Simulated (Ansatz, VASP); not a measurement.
Ti: VASP beside Ansatz

INCAR

```
SYSTEM = Ti
ALGO = Fast ; EDIFF = 1E-6
ENCUT = 520 ; GGA = PS
ISIF = 2 ; ISMEAR = 0
LASPH = .TRUE. ; LCHARG = .TRUE.
LELF = .TRUE. ; LREAL = .FALSE.
LVHAR = .TRUE. ; LWAVE = .FALSE.
NBANDS = 12 ; NELM = 80
PREC = Accurate ; SIGMA = 0.15
```

File KPOINTS:

```
k-points
0
G
  20 20 20
  0 0 0
```

Contents of POSCAR:

```
Ti
1.0
   -1.5097200000      1.5097200000      1.7066400000
    1.5097200000     -1.5097200000      1.7066400000
    1.5097200000      1.5097200000     -1.7066400000
Ti
1
Direct
    0.0000000000      0.0000000000      0.0000000000
```

Input for Ansatz:

```yaml
crystal:
  lattice:
    - [-1.50972, 1.50972, 1.70664]
    - [1.50972, -1.50972, 1.70664]
    - [1.50972, 1.50972, -1.70664]
  atoms:
    - { symbol: Ti, position: [0.0, 0.0, 0.0] }
basis:
  ecutwfc: 420
kpoints:
  mp_grid: { grid: [20, 20, 20] }
hamiltonian:
  xc: pbesol
scf:
  occupations: { method: gaussian, width: 0.15 }
output:
  forces: true
  stress: true
  eigenvalues: true
```

Change from the starting cell: strain -0.080 along x and y, +0.040 along z, atoms carried along.

Alike in both runs: task single point; functional PBEsol; k mesh 20 × 20 × 20; occupations gaussian, width 0.15 eV; no spin polarisation.

```csv
,VASP,Ansatz
version,VASP 6.6.1,Ansatz 0.2.0
potentials or method,"VASP PAW PBE potentials, release 64 (Ti_sv), cutoff 520 eV","scalar-relativistic, plane waves, PAW"
valence electrons in the cell,12,12
```

Ansatz gave:

```
gap on the k mesh at the Fermi level (eV)                     : none
pressure (GPa)                                                : 8.2
traceless stress, the component that is largest in VASP (GPa) : 1.12
```

Problem. What did VASP give for the same quantities?

Solution. gap on the k mesh at the Fermi level (eV): none; pressure (GPa): 7.8; traceless stress, the component that is largest in VASP (GPa): 1.13.

VASP's potentials were made for PBE, not for PBEsol. A gap of «none» marks a metal or a gap that the smearing closes. With one functional, cell and mesh, what is left measures potentials, basis and numerics.
